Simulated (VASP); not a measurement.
# GaSb (Pm-3m) in VASP: single point with r2SCAN

Aim: the single point of GaSb with r2SCAN.

Everything below comes from runs of VASP 6.6.1. Logs are shortened: lines on timing, memory, paths and dates and some standing lists are left out, and cuts for length are marked.

## Step 1: The cell of the first run

The structure is cubic, space group Pm-3m (No. 221). The conventional cell has a = 3.582 Å, b = 3.582 Å, c = 3.582 Å, α = 90.00°, β = 90.00°, γ = 90.00°. Ga (site symmetry m-3m) has 8 Sb at 3.10 Å and 6 Ga at 3.58 Å within 4.1 Å. Within 4.1 Å of Sb (site symmetry m-3m) lie 8 Ga at 3.10 Å and 6 Sb at 3.58 Å.

## Step 2: Single point, r2SCAN

POSCAR reads:

```
GaSb
1.0
    3.5818184809      0.0000000000      0.0000000000
    0.0000000000      3.5818184809      0.0000000000
    0.0000000000      0.0000000000      3.5818184809
Ga Sb
1 1
Direct
    0.0000000000      0.0000000000      0.0000000000
    0.5000000000      0.5000000000      0.5000000000
```

INCAR.step1 reads:

```
SYSTEM = GaSb
  ALGO = Normal
  EDIFF = 1E-4
  ENCUT = 520
  GGA = PE
  ISMEAR = -1
  LASPH = .TRUE.
  LCHARG = .FALSE.
  LREAL = .FALSE.
  LWAVE = .TRUE.
  NBANDS = 16
  NELM = 100
  PREC = Accurate
  SIGMA = 0.02
```

INCAR.step2 reads:

```
SYSTEM = GaSb
  ALGO = Normal
  EDIFF = 1E-6
  ENCUT = 520
  ISIF = 2
  ISMEAR = -1
  ISTART = 1
  LASPH = .TRUE.
  LCHARG = .FALSE.
  LMIXTAU = .TRUE.
  LREAL = .FALSE.
  LWAVE = .FALSE.
  METAGGA = R2SCAN
  NBANDS = 16
  NELM = 100
  PREC = Accurate
  SIGMA = 0.02
```

KPOINTS reads:

```
k-points
0
G
  6 6 6
  0 0 0
```

Potentials or basis: VASP PAW PBE potentials, release 64 (Ga_d, Sb).

The run is started by

```console
cat potpaw_PBE.64/Ga_d/POTCAR potpaw_PBE.64/Sb/POTCAR > POTCAR
cp INCAR.step1 INCAR
mpirun -np 1 vasp_std > vasp.out
cp INCAR.step2 INCAR
mpirun -np 1 vasp_std > vasp.out
```

OUTCAR:

```text
SYSTEM = GaSb
   EDIFF = 1E-6
   ENCUT = 520
   ISIF = 2
   ISMEAR = -1
   ISTART = 1
   LASPH = .TRUE.
   LREAL = .FALSE.
   METAGGA = R2SCAN
   NELM = 100
   PREC = Accurate

 ion  position               nearest neighbor table
   1  0.000  0.000  0.000-   2 3.10   2 3.10   2 3.10   2 3.10   2 3.10   2 3.10   2 3.10   2 3.10

   2  0.500  0.500  0.500-   1 3.10   1 3.10   1 3.10   1 3.10   1 3.10   1 3.10   1 3.10   1 3.10

  LATTYP: Found a simple cubic cell.
 ALAT       =     3.5818184809

  Lattice vectors:

 A1 = (   3.5818184809,   0.0000000000,   0.0000000000)
 A2 = (   0.0000000000,   3.5818184809,   0.0000000000)
 A3 = (   0.0000000000,   0.0000000000,   3.5818184809)

Analysis of symmetry for initial positions (statically):
=====================================================================
 Subroutine PRICEL returns:
 Original cell was already a primitive cell.

 Routine SETGRP: Setting up the symmetry group for a
 simple cubic supercell.

 Subroutine GETGRP returns: Found 48 space group operations
 (whereof 48 operations were pure point group operations)
 out of a pool of 48 trial point group operations.

The static configuration has the point symmetry O_h .

Analysis of symmetry for dynamics (positions and initial velocities):
=====================================================================
 Subroutine PRICEL returns:
 Original cell was already a primitive cell.

 Routine SETGRP: Setting up the symmetry group for a
 simple cubic supercell.

 Subroutine GETGRP returns: Found 48 space group operations
 (whereof 48 operations were pure point group operations)
 out of a pool of 48 trial point group operations.

The dynamic configuration has the point symmetry O_h .

 Subroutine INISYM returns: Found 48 space group operations
 (whereof 48 operations are pure point group operations),
 and found     1 'primitive' translations

----------------------------------------------------------------------------------------

                                     Primitive cell

  volume of cell :      45.9527

  direct lattice vectors                    reciprocal lattice vectors
     3.581818481  0.000000000  0.000000000     0.279187794  0.000000000  0.000000000
     0.000000000  3.581818481  0.000000000     0.000000000  0.279187794  0.000000000
     0.000000000  0.000000000  3.581818481     0.000000000  0.000000000  0.279187794

  length of vectors
     3.581818481  3.581818481  3.581818481     0.279187794  0.279187794  0.279187794

  position of ions in fractional coordinates (direct lattice)
     0.000000000  0.000000000  0.000000000
     0.500000000  0.500000000  0.500000000

  ion indices of the primitive-cell ions
   primitive index   ion index
                 1           1
                 2           2

----------------------------------------------------------------------------------------

 KPOINTS: k-points

Automatic generation of k-mesh.
 Grid dimensions read from file:
 generate k-points for:    6    6    6

 Generating k-lattice:

  Cartesian coordinates                     Fractional coordinates (reciprocal lattice)
     0.046531299  0.000000000  0.000000000     0.166666667  0.000000000  0.000000000
     0.000000000  0.046531299  0.000000000     0.000000000  0.166666667  0.000000000
     0.000000000  0.000000000  0.046531299     0.000000000  0.000000000  0.166666667

  Length of vectors
     0.046531299  0.046531299  0.046531299

  Shift w.r.t. Gamma in fractional coordinates (k-lattice)
     0.000000000  0.000000000  0.000000000

 Subroutine IBZKPT returns following result:
 ===========================================

 Found     20 irreducible k-points:

 Following reciprocal coordinates:
            Coordinates               Weight
  0.000000  0.000000  0.000000      1.000000
  0.166667  0.000000  0.000000      6.000000
  0.333333  0.000000  0.000000      6.000000
  0.500000  0.000000  0.000000      3.000000
  0.166667  0.166667  0.000000     12.000000
  0.333333  0.166667  0.000000     24.000000
[... 12 lines left out ...]
  0.500000  0.500000  0.333333      6.000000
  0.500000  0.500000  0.500000      1.000000
   k-points           NKPTS =     20   k-points in BZ     NKDIM =     20   number of bands    NBANDS=     16
   number of dos      NEDOS =    301   number of ions     NIONS =      2
   total plane-waves  NPLWV =  21952
   dimension x,y,z NGX =    28 NGY =   28 NGZ =   28
   dimension x,y,z NGXF=    56 NGYF=   56 NGZF=   56
   ions per type =               1   1
   NGX,Y,Z   is equivalent  to a cutoff of  13.00, 13.00, 13.00 a.u.
   NGXF,Y,Z  is equivalent  to a cutoff of  25.99, 25.99, 25.99 a.u.
 SYSTEM =  GaSb
   PREC   = accura    normal or accurate (medium, high low for compatibility)
   ISTART =      1    job   : 0-new  1-cont  2-samecut
   ICHARG =      0    charge: 1-file 2-atom 10-const
   ISPIN  =      1    spin polarized calculation?
   LNONCOLLINEAR =      F non collinear calculations
   LSORBIT =      F    spin-orbit coupling
   LASPH  =      T    aspherical Exc in radial PAW
   ENCUT  =  520.0 eV  38.22 Ry    6.18 a.u.   6.66  6.66  6.66*2*pi/ulx,y,z
   NELM   =    100;   NELMIN=  2; NELMDL=  0     # of ELM steps
   EDIFF  = 0.1E-05   stopping-criterion for ELM
   LREAL  =      F    real-space projection
   EDIFFG = 0.1E-04   stopping-criterion for IOM
   NSW    =      0    number of steps for IOM
   IBRION =     -1    ionic relax: 0-MD 1-quasi-New 2-CG
   NFREE  =      0    steps in history (QN), initial steepest desc. (CG)
   ISIF   =      2    stress and relaxation
   ISYM   =      2    0-nonsym 1-usesym 2-fastsym
   POTIM  = 0.5000    time-step for ionic-motion
   TEBEG  =    0.0;   TEEND  =   0.0 temperature during run
   PSTRESS=    0.0 pullay stress
   NELECT =      18.0000    total number of electrons
   NUPDOWN=      -1.0000    fix difference up-down
   EMIN   =  10.00;   EMAX   =-10.00  energy-range for DOS
   EFERMI =   0.00;   METHOD = LEGACY
   ISMEAR =    -1;   SIGMA  =   0.02  broadening in eV -4-tet -1-fermi 0-gaus
   EFERMI_NEDOS =   21; number of points for ismear=-14 and -15
   IALGO  =     38    algorithm
   IMIX   =      4    mixing-type and parameters
     AMIX     =   0.40;   BMIX     =  1.00
     AMIX_MAG =   1.60;   BMIX_MAG =  1.00
  volume/ion in A,a.u.               =      22.98       155.05
  Fermi-wavevector in a.u.,A,eV,Ry     =   1.197831  2.263572 19.521616  1.434798
  Thomas-Fermi vector in A             =   2.333735
   LORBIT       =      0    0 simple, 1 ext, 2 COOP (PROOUT), +10 PAW based schemes
   METAGGA = R2SCAN    functional components
   LHFCALC =     F    Hartree Fock is set to
   AEXX    =    0.0000 exact exchange contribution
   IVDW    =     0    specifies the selected vdW correction
   LEPSILON=     F    determine dielectric tensor
   LRPA    =     F    only Hartree local field effects (RPA)
 non-spin polarized calculation
  energy-cutoff  :      520.00
  volume of cell :       45.95
 maximum number of plane-waves:      1253
 NGX is ok and might be reduce to    28
   NGX = 13   NGY = 13   NGZ = 13

 number of electron      18.0000008 magnetization

 Free energy of the ion-electron system (eV)
  ---------------------------------------------------
  ext. energy  EPLUGINS =         0.00000000
  ---------------------------------------------------
  free energy    TOTEN  =       -36.61196004 eV

  energy without entropy =      -36.60856812  energy(sigma->0) =      -36.61026408

 E-fermi :   7.1191     XC(G=0): -11.3290

 val. band max:        7.1165551799   @ k =   0.5000   0.1667   0.1667
 cond. band min:       7.1325502260   @ k =   0.5000   0.3333   0.3333
 fundamental gap:      0.0159950462
 Fermi energy:         7.1190849003

 k-point     1 :       0.0000    0.0000    0.0000
  band No.  band energies     occupation
      1      -8.2556      2.00000
      2      -8.2556      2.00000
      3      -8.2056      2.00000
      4      -8.2056      2.00000
      5      -8.2056      2.00000
      6      -5.7082      2.00000
[... 8 lines left out ...]
     15      16.4151      0.00000
     16      20.5366      0.00000

 k-point     2 :       0.1667    0.0000    0.0000
  band No.  band energies     occupation
      1      -8.2545      2.00000
      2      -8.2431      2.00000
      3      -8.2124      2.00000
      4      -8.2124      2.00000
      5      -8.2054      2.00000
      6      -5.3794      2.00000
[... 8 lines left out ...]
     15      14.9892      0.00000
     16      19.1759      0.00000

 k-point     3 :       0.3333    0.0000    0.0000
  band No.  band energies     occupation
      1      -8.2524      2.00000
      2      -8.2258      2.00000
      3      -8.2258      2.00000
      4      -8.2188      2.00000
      5      -8.2048      2.00000
      6      -4.4430      2.00000
[... 8 lines left out ...]
     15      16.4834      0.00000
     16      18.1662      0.00000

 k-point     4 :       0.5000    0.0000    0.0000
  band No.  band energies     occupation
      1      -8.2513      2.00000
      2      -8.2325      2.00000
      3      -8.2325      2.00000
      4      -8.2070      2.00000
      5      -8.2046      2.00000
      6      -3.5336      2.00000
[... 8 lines left out ...]
     15      14.8063      0.00000
     16      22.0029      0.00000

 k-point     5 :       0.1667    0.1667    0.0000
  band No.  band energies     occupation
      1      -8.2480      2.00000
      2      -8.2356      2.00000
      3      -8.2223      2.00000
      4      -8.2131      2.00000
      5      -8.2102      2.00000
      6      -5.0483      2.00000
[... 8 lines left out ...]
     15      15.6775      0.00000
     16      18.4166      0.00000

 k-point     6 :       0.3333    0.1667    0.0000
  band No.  band energies     occupation
      1      -8.2443      2.00000
      2      -8.2407      2.00000
      3      -8.2242      2.00000
      4      -8.2120      2.00000
      5      -8.2100      2.00000
      6      -4.1102      2.00000
[... 8 lines left out ...]
     15      17.8870      0.00000
     16      18.4411      0.00000

 k-point     7 :       0.5000    0.1667    0.0000
  band No.  band energies     occupation
      1      -8.2503      2.00000
      2      -8.2423      2.00000
      3      -8.2303      2.00000
      4      -8.2094      2.00000
      5      -8.1998      2.00000
      6      -3.2082      2.00000
[... 8 lines left out ...]
     15      16.8512      0.00000
     16      19.4833      0.00000

 k-point     8 :       0.3333    0.3333    0.0000
  band No.  band energies     occupation
      1      -8.2701      2.00000
      2      -8.2332      2.00000
      3      -8.2222      2.00000
      4      -8.2193      2.00000
      5      -8.1919      2.00000
      6      -3.1840      2.00000
[... 8 lines left out ...]
     15      16.7845      0.00000
     16      18.1752      0.00000

 k-point     9 :       0.5000    0.3333    0.0000
  band No.  band energies     occupation
      1      -8.2835      2.00000
      2      -8.2301      2.00000
      3      -8.2260      2.00000
      4      -8.2191      2.00000
      5      -8.1800      2.00000
      6      -2.3380      2.00000
[... 8 lines left out ...]
     15      17.1956      0.00000
     16      17.4147      0.00000
[... 96 lines left out ...]
 k-point    15 :       0.5000    0.3333    0.1667
  band No.  band energies     occupation
      1      -8.2774      2.00000
      2      -8.2379      2.00000
      3      -8.2287      2.00000
      4      -8.2155      2.00000
      5      -8.1790      2.00000
      6      -2.0528      2.00000
[... 8 lines left out ...]
     15      17.9924      0.00000
     16      19.9869      0.00000

 k-point    16 :       0.5000    0.5000    0.1667
  band No.  band energies     occupation
      1      -8.2910      2.00000
      2      -8.2349      2.00000
      3      -8.2349      2.00000
      4      -8.2112      2.00000
      5      -8.1678      2.00000
      6      -1.3850      2.00000
[... 8 lines left out ...]
     15      19.2757      0.00000
     16      19.2757      0.00000

 k-point    17 :       0.3333    0.3333    0.3333
  band No.  band energies     occupation
      1      -8.2616      2.00000
      2      -8.2485      2.00000
      3      -8.2485      2.00000
      4      -8.1895      2.00000
      5      -8.1895      2.00000
      6      -2.0193      2.00000
[... 8 lines left out ...]
     15      20.9028      0.00000
     16      20.9028      0.00000

 k-point    18 :       0.5000    0.3333    0.3333
  band No.  band energies     occupation
      1      -8.2683      2.00000
      2      -8.2579      2.00000
      3      -8.2473      2.00000
      4      -8.1888      2.00000
      5      -8.1751      2.00000
      6      -1.3030      2.00000
[... 8 lines left out ...]
     15      21.4255      0.00000
     16      21.5400      0.00000

 k-point    19 :       0.5000    0.5000    0.3333
  band No.  band energies     occupation
      1      -8.2750      2.00000
      2      -8.2565      2.00000
      3      -8.2565      2.00000
      4      -8.1816      2.00000
      5      -8.1672      2.00000
      6      -0.7373      2.00000
[... 8 lines left out ...]
     15      23.2300      0.00000
     16      23.2300      0.00000

 k-point    20 :       0.5000    0.5000    0.5000
  band No.  band energies     occupation
      1      -8.2671      2.00000
      2      -8.2671      2.00000
      3      -8.2671      2.00000
      4      -8.1668      2.00000
      5      -8.1668      2.00000
      6      -0.2731      2.00000
[... 8 lines left out ...]
     15      25.1509      0.00000
     16      25.3451      0.00000

------------------------ aborting loop because EDIFF is reached ----------------------------------------

  FORCE on cell =-STRESS in cart. coord.  units (eV):
  Direction    XX          YY          ZZ          XY          YZ          ZX
  --------------------------------------------------------------------------------------
  -------------------------------------------------------------------------------------
  Total       -0.0289781     -0.0289781     -0.0289781      0.0000000      0.0000000      0.0000000
  in kB       -1.0103463     -1.0103463     -1.0103463      0.0000000      0.0000000      0.0000000
  external PRESSURE =      -1.0103463 kB  Pullay stress =       0.0000000 kB

 VOLUME and BASIS-vectors are now :
 -----------------------------------------------------------------------------
  energy-cutoff  :      520.00
  volume of cell :       45.95
      direct lattice vectors                 reciprocal lattice vectors
     3.581818481  0.000000000  0.000000000     0.279187794  0.000000000  0.000000000
     0.000000000  3.581818481  0.000000000     0.000000000  0.279187794  0.000000000
     0.000000000  0.000000000  3.581818481     0.000000000  0.000000000  0.279187794

 POSITION                                       TOTAL-FORCE (eV/Angst)
 -----------------------------------------------------------------------------------
      0.00000      0.00000      0.00000         0.000000      0.000000      0.000000
      1.79091      1.79091      1.79091         0.000000      0.000000      0.000000
 -----------------------------------------------------------------------------------
    total drift:                               -0.000000     -0.000000     -0.000000

  FREE ENERGIE OF THE ION-ELECTRON SYSTEM (eV)
  ---------------------------------------------------
  free  energy   TOTEN  =       -36.6119600437 eV

  energy  without entropy=      -36.6085681187  energy(sigma->0) =      -36.61026408
```

Run time: 72 s. Hardware: 1 thread of AMD EPYC 7R13 (Zen 3), shared host; peak memory 0.14 GiB.

Results:

```yaml
Free_energy: -36.6120 eV
Pressure: -0.1 GPa
Band_gap_on_the_k_mesh: zero (band 9 reaches 8.88 eV, above the bottom of band 10 at 4.53 eV)
```

Caveat: the PAW data sets were made with another functional, which shifts forces and pressure a little; spin-orbit coupling is left out, which moves the levels of the heavy elements.
